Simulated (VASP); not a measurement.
# Rh (Fm-3m) in VASP: further runs

Aim: see how the results for Rh move with the level of theory and the settings. Levels: PBE, PBE+D3(BJ), PBE+D4. Tasks: single point, relaxation of cell and atoms.

Program: VASP 6.6.1. These are calculated values, not measurements. Logs are shortened: lines on timing, memory, paths and dates and some standing lists are left out, and cuts for length are marked.

**1. The cell of the first run**

It takes space group Fm-3m (No. 225, cubic). The conventional cell has a = 3.796 Å, b = 3.796 Å, c = 3.796 Å, α = 90.00°, β = 90.00°, γ = 90.00°. Rh (site symmetry m-3m) has 12 Rh at 2.68 Å within 3.5 Å.

**2. Single point, PBE**

Contents of INCAR:

```
SYSTEM = Rh
PREC = Accurate
ENCUT = 520
EDIFF = 1E-6
ISMEAR = 0
SIGMA = 0.023
LREAL = .FALSE.
LASPH = .TRUE.
NELM = 60
ALGO = Normal
ISIF = 2
LWAVE = .FALSE.
LCHARG = .FALSE.
GGA = PE
NBANDS = 14
```

Contents of KPOINTS:

```
regular mesh
0
G
  12 12 12
  0 0 0
```

Contents of POSCAR:

```
Rh
1.0
    0.0000000000      1.8978500000      1.8978500000
    1.8978500000      0.0000000000      1.8978500000
    1.8978500000      1.8978500000      0.0000000000
Rh
1
Direct
    0.0000000000      0.0000000000      0.0000000000
```

Potentials or basis: VASP PAW PBE potentials, release 64 (Rh_pv).

Run with:

```
> cat potpaw_PBE.64/Rh_pv/POTCAR > POTCAR
> mpirun -np 1 vasp_std > vasp.out
```

OUTCAR:

```text
SYSTEM = Rh
   PREC = Accurate
   ENCUT = 520
   EDIFF = 1E-6
   ISMEAR = 0
   LREAL = .FALSE.
   LASPH = .TRUE.
   NELM = 60
   ISIF = 2
   GGA = PE

 ion  position               nearest neighbor table
   1  0.000  0.000  0.000-

  LATTYP: Found a face centered cubic cell.
 ALAT       =     3.7957000000

  Lattice vectors:

 A1 = (   0.0000000000,   1.8978500000,   1.8978500000)
 A2 = (   1.8978500000,   0.0000000000,   1.8978500000)
 A3 = (   1.8978500000,   1.8978500000,   0.0000000000)

Analysis of symmetry for initial positions (statically):
=====================================================================
 Subroutine PRICEL returns:
 Original cell was already a primitive cell.

 Routine SETGRP: Setting up the symmetry group for a
 face centered cubic supercell.

 Subroutine GETGRP returns: Found 48 space group operations
 (whereof 48 operations were pure point group operations)
 out of a pool of 48 trial point group operations.

The static configuration has the point symmetry O_h .

Analysis of symmetry for dynamics (positions and initial velocities):
=====================================================================
 Subroutine PRICEL returns:
 Original cell was already a primitive cell.

 Routine SETGRP: Setting up the symmetry group for a
 face centered cubic supercell.

 Subroutine GETGRP returns: Found 48 space group operations
 (whereof 48 operations were pure point group operations)
 out of a pool of 48 trial point group operations.

The dynamic configuration has the point symmetry O_h .

 Subroutine INISYM returns: Found 48 space group operations
 (whereof 48 operations are pure point group operations),
 and found     1 'primitive' translations

----------------------------------------------------------------------------------------

                                     Primitive cell

  volume of cell :      13.6715

  direct lattice vectors                    reciprocal lattice vectors
     0.000000000  1.897850000  1.897850000    -0.263456016  0.263456016  0.263456016
     1.897850000  0.000000000  1.897850000     0.263456016 -0.263456016  0.263456016
     1.897850000  1.897850000  0.000000000     0.263456016  0.263456016 -0.263456016

  length of vectors
     2.683965209  2.683965209  2.683965209     0.456319205  0.456319205  0.456319205

  position of ions in fractional coordinates (direct lattice)
     0.000000000  0.000000000  0.000000000

  ion indices of the primitive-cell ions
[... 81 lines left out ...]
   ISYM   =      2    0-nonsym 1-usesym 2-fastsym
   POTIM  = 0.5000    time-step for ionic-motion
   TEBEG  =    0.0;   TEEND  =   0.0 temperature during run
   PSTRESS=    0.0 pullay stress
   NELECT =      15.0000    total number of electrons
   NUPDOWN=      -1.0000    fix difference up-down
   EMIN   =  10.00;   EMAX   =-10.00  energy-range for DOS
   EFERMI =   0.00;   METHOD = LEGACY
   ISMEAR =     0;   SIGMA  =   0.02  broadening in eV -4-tet -1-fermi 0-gaus
   EFERMI_NEDOS =   21; number of points for ismear=-14 and -15
   IALGO  =     38    algorithm
   IMIX   =      4    mixing-type and parameters
     AMIX     =   0.40;   BMIX     =  1.00
     AMIX_MAG =   1.60;   BMIX_MAG =  1.00
  volume/ion in A,a.u.               =      13.67        92.26
  Fermi-wavevector in a.u.,A,eV,Ry     =   1.688496  3.190795 38.790465  2.851019
  Thomas-Fermi vector in A             =   2.770792
   LORBIT       =      0    0 simple, 1 ext, 2 COOP (PROOUT), +10 PAW based schemes
   GGA     = PE    functional components
   LHFCALC =     F    Hartree Fock is set to
   AEXX    =    0.0000 exact exchange contribution
   IVDW    =     0    specifies the selected vdW correction
   LEPSILON=     F    determine dielectric tensor
   LRPA    =     F    only Hartree local field effects (RPA)
 non-spin polarized calculation
 Gauss-broadening in eV      SIGMA  =   0.02
  energy-cutoff  :      520.00
  volume of cell :       13.67
 maximum number of plane-waves:       380
   NGX =  9   NGY =  9   NGZ =  9

 number of electron      15.0000007 magnetization

 Free energy of the ion-electron system (eV)
  ---------------------------------------------------
  ext. energy  EPLUGINS =         0.00000000
  ---------------------------------------------------
  free energy    TOTEN  =        -7.25260518 eV

  energy without entropy =       -7.25203810  energy(sigma->0) =       -7.25232164

 E-fermi :  12.0574     XC(G=0): -14.0713

 val. band max:       12.0438914292   @ k =   0.3333   0.1667   0.0000
 cond. band min:      12.0708116152   @ k =   0.5000   0.4167   0.0000
 fundamental gap:      0.0269201860
 Fermi energy:        12.0573879638

 k-point     1 :       0.0000    0.0000    0.0000
  band No.  band energies     occupation
      1     -34.4045      2.00000
      2     -34.4045      2.00000
      3     -34.4045      2.00000
      4       4.0068      2.00000
      5       8.8899      2.00000
      6       8.8899      2.00000
      7       8.8899      2.00000
      8      10.9917      2.00000
      9      10.9917      2.00000
     10      28.0013      0.00000
     11      32.4773      0.00000
     12      33.4934      0.00000
     13      33.4934      0.00000
     14      33.4934      0.00000
[... 377 lines left out ...]
      1     -35.0813      2.00000
      2     -34.6433      2.00000
      3     -34.5353      2.00000
      4       6.5716      2.00000
      5       8.2218      2.00000
      6       9.4881      2.00000
      7       9.9233      2.00000
      8      12.2523      0.00000
      9      16.1450      0.00000
     10      20.7941      0.00000
     11      28.0744      0.00000
     12      30.9579      0.00000
     13      32.4798      0.00000
     14      32.6426      0.00000

 [... further k-points ...]

------------------------ aborting loop because EDIFF is reached ----------------------------------------

  FORCE on cell =-STRESS in cart. coord.  units (eV):
  Direction    XX          YY          ZZ          XY          YZ          ZX
  --------------------------------------------------------------------------------------
  -------------------------------------------------------------------------------------
  Total        0.6333303      0.6333303      0.6333303     -0.0000000      0.0000000      0.0000000
  in kB       74.2207247     74.2207247     74.2207247     -0.0000000      0.0000000      0.0000000
  external PRESSURE =      74.2207247 kB  Pullay stress =       0.0000000 kB

 VOLUME and BASIS-vectors are now :
 -----------------------------------------------------------------------------
  energy-cutoff  :      520.00
  volume of cell :       13.67
      direct lattice vectors                 reciprocal lattice vectors
     0.000000000  1.897850000  1.897850000    -0.263456016  0.263456016  0.263456016
     1.897850000  0.000000000  1.897850000     0.263456016 -0.263456016  0.263456016
     1.897850000  1.897850000  0.000000000     0.263456016  0.263456016 -0.263456016

 POSITION                                       TOTAL-FORCE (eV/Angst)
 -----------------------------------------------------------------------------------
      0.00000      0.00000      0.00000         0.000000      0.000000      0.000000
 -----------------------------------------------------------------------------------
    total drift:                                0.000000     -0.000000      0.000000

  FREE ENERGIE OF THE ION-ELECTRON SYSTEM (eV)
  ---------------------------------------------------
  free  energy   TOTEN  =        -7.2526051825 eV

  energy  without entropy=       -7.2520381026  energy(sigma->0) =       -7.25232164
```

Wall time 9.7 s (1 thread of Intel Xeon Platinum 8488C (Sapphire Rapids), shared host); peak memory 0.13 GiB.

What came out:

| Quantity | Value |
| --- | --- |
| Free energy | -7.2526 eV |
| Pressure | 7.4 GPa |
| Band gap on the k mesh | zero (an odd number of electrons rules out a gap without spin polarisation) |

Caveat: the cell stands under pressure.

**3. Relaxation of cell and atoms, PBE+D3(BJ)**

Contents of INCAR:

```
  PREC = Accurate
  ENCUT = 600
  EDIFF = 1E-6
  ISMEAR = -1
  SIGMA = 0.05
  LREAL = F
  LASPH = T
  NELM = 80
  ALGO = Normal
  ISIF = 3
  LWAVE = F
  LCHARG = F
  GGA = PE
  IVDW = 12
  IBRION = 2
  NSW = 60
  EDIFFG = -0.01
```

Contents of KPOINTS:

```
Automatic mesh
0
Gamma
  12 12 12
```

POSCAR is that of step 2.

Potentials or basis: VASP PAW PBE potentials, release 64 (Rh_pv).

Run with:

```
> cat potpaw_PBE.64/Rh_pv/POTCAR > POTCAR
> mpirun -np 1 vasp_std > vasp.out
```

It took 18 s on 1 thread of Intel Xeon Platinum 8488C (Sapphire Rapids), shared host; peak memory 0.16 GiB.

Results (log left out):

```
Free energy                           : -7.9084 eV
Relaxed volume                        : 13.63 Å³/atom
Relaxed cell                          : a = 2.681 Å, b = 2.681 Å, c = 2.681 Å, α = 60.00°, β = 60.00°, γ = 60.00°
Space group after relaxing (to 0.1 Å) : Fm-3m (No. 225)
Energy gained by relaxing             : 0.1 meV/atom
Ionic steps                           : 3
Pressure after relaxing               : 0.1 GPa
Band gap on the k mesh                : zero (an odd number of electrons rules out a gap without spin polarisation)
Dispersion energy per atom            : -0.653 eV
```

Final structure:
```yaml
crystal:
  lattice:
    - [0.00000, 1.89610, 1.89610]
    - [1.89610, 0.00000, 1.89610]
    - [1.89610, 1.89610, 0.00000]
  atoms:
    - { symbol: Rh, position: [0.00000, 0.00000, 0.00000] }
```

Levels at points of the mesh, in eV from the Fermi level:
```csv
k point,band 4,band 5,band 6,band 7,band 8,band 9,band 10,band 11
"(0.00, 0.00, 0.00)",-8.03,-3.14,-3.14,-3.14,-1.03,-1.03,15.99,20.46
"(0.50, 0.00, 0.00)",-6.20,-3.22,-3.22,0.56,0.56,0.72,8.71,15.49
"(0.50, 0.50, 0.00)",-6.41,-6.04,0.53,0.98,0.98,3.27,12.37,13.37
```

**4. Relaxation of cell and atoms, PBE+D4**

Contents of INCAR:

```
SYSTEM = Rh
  PREC = Accurate
  ENCUT = 600
  EDIFF = 1E-6
  ISMEAR = -1
  SIGMA = 0.05
  LREAL = .FALSE.
  LASPH = .TRUE.
  NELM = 100
  ALGO = Fast
  ISIF = 3
  LWAVE = .FALSE.
  LCHARG = .FALSE.
  GGA = PE
  IVDW = 13
  IBRION = 2
  NSW = 60
  EDIFFG = -0.01
```

Contents of KPOINTS:

```
regular mesh
0
G
  12 12 12
  0 0 0
```

POSCAR is that of step 3.

Run with:

```
> cat potpaw_PBE.64/Rh_pv/POTCAR > POTCAR
> mpirun -np 1 vasp_std > vasp.out
```

Wall time 24 s (1 thread of Intel Xeon Platinum 8488C (Sapphire Rapids), shared host); peak memory 0.15 GiB.

Results (log left out):

```yaml
Free_energy: -8.1072 eV
Relaxed_volume: 13.58 Å³/atom
Relaxed_cell: a = 2.678 Å, b = 2.678 Å, c = 2.678 Å, α = 60.00°, β = 60.00°, γ = 60.00°
Space_group_after_relaxing_to_0.1_Å: Fm-3m (No. 225)
Energy_gained_by_relaxing: 0.5 meV/atom
Ionic_steps: 3
Pressure_after_relaxing: -0.1 GPa
Band_gap_on_the_k_mesh: zero (an odd number of electrons rules out a gap without spin polarisation)
Dispersion_energy_per_atom: -0.854 eV
```

Step by step:
| step | energy change (eV) | largest force (eV/Å) | pressure (GPa) | volume (Å³) |
| --- | --- | --- | --- | --- |
| 1 | 0.0000 | 0.0000 | -1.57 | 13.67 |
| 2 | 0.0016 | 0.0000 | 4.05 | 13.41 |
| 3 | -0.0005 | 0.0000 | -0.10 | 13.58 |

Final structure:
```xyz
1
Lattice="0.0000 1.8937 1.8937 1.8937 0.0000 1.8937 1.8937 1.8937 0.0000" Properties=species:S:1:pos:R:3 pbc="T T T"
Rh    0.0000    0.0000    0.0000
```

Levels at points of the mesh, in eV from the Fermi level:
```tsv
k point	band 4	band 5	band 6	band 7	band 8	band 9	band 10	band 11
(0.00, 0.00, 0.00)	-8.06	-3.16	-3.16	-3.16	-1.03	-1.03	15.98	21.51
(0.50, 0.00, 0.00)	-6.23	-3.24	-3.24	0.56	0.56	0.71	8.75	15.49
(0.50, 0.50, 0.00)	-6.45	-6.07	0.53	0.98	0.98	3.27	12.42	13.39
```

**5. Overview**

| task | level | cell | cutoff (eV) | smearing | gap on the mesh (eV) | pressure (GPa) | relaxed volume (Å³/atom) |
| --- | --- | --- | --- | --- | --- | --- | --- |
| single point | PBE | as given | 520 | gaussian 0.023 eV | none | 7.4 | - |
| relaxation of cell and atoms | PBE+D3(BJ) | relaxed | 600 | fermi-dirac 0.05 eV | none | 0.1 | 13.63 |
| relaxation of cell and atoms | PBE+D4 | relaxed | 600 | fermi-dirac 0.05 eV | none | -0.1 | 13.58 |

Alike in all rows: potentials or basis VASP PAW PBE potentials, release 64 (Rh_pv); no spin polarisation; k mesh 12 × 12 × 12.

Caveats: the cell stands under pressure (at least some runs).

Total energies depend on the potentials used, so only differences within one code and one set of settings carry meaning.
